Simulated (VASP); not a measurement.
# Ag (Fm-3m) in VASP: notebook, part 2 of 2

VASP 6.6.1.

## (3) Relaxation of cell and atoms, PBE

This run uses another cell than the first one, of 17.10 Å³/atom, 0.959 times its volume.

Contents of INCAR:

```
SYSTEM = Ag
ALGO = Normal
EDIFF = 1E-6
EDIFFG = -0.003
ENCUT = 600
GGA = PE
IBRION = 2
ISIF = 3
ISMEAR = 0
LASPH = .TRUE.
LCHARG = .FALSE.
LREAL = .FALSE.
LWAVE = .FALSE.
NELM = 60
NSW = 80
PREC = Accurate
SIGMA = 0.1
```

Contents of KPOINTS:

```
k-points
0
G
  24 24 24
  0 0 0
```

Contents of POSCAR:

```
Ag
1.0
    0.0000000000      2.0450000000      2.0450000000
    2.0450000000      0.0000000000      2.0450000000
    2.0450000000      2.0450000000      0.0000000000
Ag
1
Direct
    0.0000000000      0.0000000000      0.0000000000
```

Potentials or basis: VASP PAW PBE potentials, release 64 (Ag).

Run with:

```sh
> cat potpaw_PBE.64/Ag/POTCAR > POTCAR
> mpirun -np 1 vasp_std > vasp.out
```

OUTCAR:

```text
SYSTEM = Ag
   EDIFF = 1E-6
   EDIFFG = -0.003
   ENCUT = 600
   GGA = PE
   IBRION = 2
   ISIF = 3
   ISMEAR = 0
   LASPH = .TRUE.
   LREAL = .FALSE.
   NELM = 60
   NSW = 80
   PREC = Accurate

 ion  position               nearest neighbor table
   1  0.000  0.000  0.000-

  LATTYP: Found a face centered cubic cell.
 ALAT       =     4.0900000000

  Lattice vectors:

 A1 = (   0.0000000000,   2.0450000000,   2.0450000000)
 A2 = (   2.0450000000,   0.0000000000,   2.0450000000)
 A3 = (   2.0450000000,   2.0450000000,   0.0000000000)

Analysis of symmetry for initial positions (statically):
=====================================================================
 Subroutine PRICEL returns:
 Original cell was already a primitive cell.

 Routine SETGRP: Setting up the symmetry group for a
 face centered cubic supercell.

 Subroutine GETGRP returns: Found 48 space group operations
 (whereof 48 operations were pure point group operations)
 out of a pool of 48 trial point group operations.

The static configuration has the point symmetry O_h .

Analysis of symmetry for dynamics (positions and initial velocities):
=====================================================================
 Subroutine PRICEL returns:
 Original cell was already a primitive cell.

 Routine SETGRP: Setting up the symmetry group for a
 face centered cubic supercell.

 Subroutine GETGRP returns: Found 48 space group operations
 (whereof 48 operations were pure point group operations)
 out of a pool of 48 trial point group operations.

The dynamic configuration has the point symmetry O_h .

 Subroutine INISYM returns: Found 48 space group operations
 (whereof 48 operations are pure point group operations),
 and found     1 'primitive' translations

----------------------------------------------------------------------------------------

                                     Primitive cell

  volume of cell :      17.1045

[... 136 lines left out ...]

------------------------ aborting loop because EDIFF is reached ----------------------------------------

  FORCE on cell =-STRESS in cart. coord.  units (eV):
  Direction    XX          YY          ZZ          XY          YZ          ZX
  --------------------------------------------------------------------------------------
  -------------------------------------------------------------------------------------
  Total        0.4403046      0.4403046      0.4403046      0.0000000      0.0000000     -0.0000000
  in kB       41.2433459     41.2433459     41.2433459      0.0000000      0.0000000     -0.0000000
  external PRESSURE =      41.2433459 kB  Pullay stress =       0.0000000 kB
[... 86 lines left out ...]
  FREE ENERGIE OF THE ION-ELECTRON SYSTEM (eV)
  ---------------------------------------------------
  free  energy   TOTEN  =        -2.7191960664 eV

  energy  without entropy=       -2.7181952302  energy(sigma->0) =       -2.71869565

[... ionic steps 4 to 13 ...]

--------------------------------------- Ionic step       14  -------------------------------------------

 number of electron      11.0000000 magnetization

------------------------ aborting loop because EDIFF is reached ----------------------------------------
[... 65 lines left out ...]
--------------------------------------- Ionic step       16  -------------------------------------------

 number of electron      11.0000000 magnetization

 Free energy of the ion-electron system (eV)
  ---------------------------------------------------
  ext. energy  EPLUGINS =         0.00000000
  ---------------------------------------------------
  free energy    TOTEN  =        -2.71919687 eV

  energy without entropy =       -2.71819598  energy(sigma->0) =       -2.71869643

 E-fermi :   7.8920     XC(G=0): -11.9537

 val. band max:        7.8915888545   @ k =   0.5000   0.0833   0.0000
 cond. band min:       7.9150888021   @ k =   0.5000   0.1667   0.0417
 fundamental gap:      0.0234999477
 Fermi energy:         7.8919731592

 k-point     1 :       0.0000    0.0000    0.0000
  band No.  band energies     occupation
      1       0.3876      2.00000
      2       3.1883      2.00000
      3       3.1883      2.00000
      4       3.1883      2.00000
      5       4.1454      2.00000
      6       4.1454      2.00000
      7      23.7675      0.00000
      8      27.0899      0.00000
      9      27.0899      0.00000
[... 265 lines left out ...]
 k-point    24 :       0.4583    0.0417    0.0000
  band No.  band energies     occupation
      1       1.7578      2.00000
      2       3.1642      2.00000
      3       3.2122      2.00000
      4       4.7013      2.00000
      5       4.8667      2.00000
      6       7.0805      2.00000
      7      12.0097      0.00000
      8      23.0432      0.00000
      9      24.9746      0.00000

 [... further k-points ...]

------------------------ aborting loop because EDIFF is reached ----------------------------------------

  FORCE on cell =-STRESS in cart. coord.  units (eV):
  Direction    XX          YY          ZZ          XY          YZ          ZX
  --------------------------------------------------------------------------------------
  -------------------------------------------------------------------------------------
  Total        0.0020194      0.0020194      0.0020194      0.0000000      0.0000000     -0.0000000
  in kB        0.1817263      0.1817263      0.1817263      0.0000000      0.0000000     -0.0000000
  external PRESSURE =       0.1817263 kB  Pullay stress =       0.0000000 kB
[... 16 lines left out ...]
  FREE ENERGIE OF THE ION-ELECTRON SYSTEM (eV)
  ---------------------------------------------------
  free  energy   TOTEN  =        -2.7191968734 eV

  energy  without entropy=       -2.7181959817  energy(sigma->0) =       -2.71869643

 reached required accuracy - stopping structural energy minimisation
```

Wall time 1.9 min (1 thread of Intel Xeon 6975P-C (Granite Rapids), shared host); peak memory 0.22 GiB.

What came out:

```yaml
Free_energy: -2.7192 eV
Relaxed_volume: 17.80 Å³/atom
Relaxed_cell: a = 2.931 Å, b = 2.931 Å, c = 2.931 Å, α = 60.00°, β = 60.00°, γ = 60.00°
Space_group_after_relaxing_to_0.05_Å: Fm-3m (No. 225)
Energy_gained_by_relaxing: 8.6 meV/atom
Ionic_steps: 16
Pressure_after_relaxing: 0.0 GPa
```

The path:
| step | energy change (eV) | largest force (eV/Å) | pressure (GPa) | volume (Å³) |
| --- | --- | --- | --- | --- |
| 1 | 0.0000 | 0.0000 | 4.12 | 17.10 |
| 2 | -0.0060 | 0.0000 | -1.97 | 18.22 |
| 3 | -0.0086 | 0.0000 | -0.15 | 17.80 |
| 4 | -0.0086 | 0.0000 | 0.11 | 17.78 |
| 5 | -0.0086 | 0.0000 | 0.15 | 17.78 |
| 6 | -0.0086 | 0.0000 | 0.12 | 17.78 |
| 7 | -0.0086 | 0.0000 | 0.12 | 17.78 |
| 8 | -0.0086 | 0.0000 | 0.12 | 17.78 |
| 9 | -0.0086 | 0.0000 | 0.12 | 17.78 |
| 10 | -0.0086 | 0.0000 | 0.13 | 17.78 |
| 11 | -0.0086 | 0.0000 | 0.13 | 17.78 |
| 12 | -0.0086 | 0.0000 | 0.10 | 17.78 |
| 13 | -0.0086 | 0.0000 | 0.08 | 17.79 |
| 14 | -0.0086 | 0.0000 | 0.03 | 17.80 |
| 15 | -0.0086 | 0.0000 | -0.03 | 17.81 |
| 16 | -0.0086 | 0.0000 | 0.02 | 17.80 |

Final structure:
```
Ag
1.0
     0.00000    2.07249    2.07249
     2.07249    0.00000    2.07249
     2.07249    2.07249    0.00000
Ag
1
Direct
  0.00000 0.00000 0.00000
```
